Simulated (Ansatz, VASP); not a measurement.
**SrCl2 in VASP and in Ansatz**

```
Sr Cl
1.0
     0.00000    3.48835    3.48835
     3.48835    0.00000    3.48835
     3.48835    3.48835    0.00000
Sr Cl
1 2
Cartesian
  0.0000 0.0000 0.0000
  5.2325 5.2325 5.2325
  1.7442 1.7442 1.7442
```

Alike in both runs: functional r2SCAN0; k mesh 4 × 4 × 4; occupations fermi-dirac, width 0.05 eV; no spin polarisation.

|  | VASP | Ansatz |
| --- | --- | --- |
| version | VASP 6.6.1 | Ansatz 0.2.0 |
| potentials or method | VASP PAW PBE potentials, release 64 (Sr_sv, Cl) | Ansatz PAW |
| plane-wave cutoff (eV) | 520 | 500 |
| valence electrons in the cell | 24 | 24 |
| task | single point | projected density of states |

```tsv
	VASP	Ansatz	Ansatz less VASP
gap on the k mesh at the Fermi level (eV)	7.68	7.67	-0.008
least direct gap on the mesh (eV)	7.83	7.83	0.000
pressure (GPa)	0.0	0.0	+0.01
```

VASP's potentials were made for PBE, not for r2SCAN0.
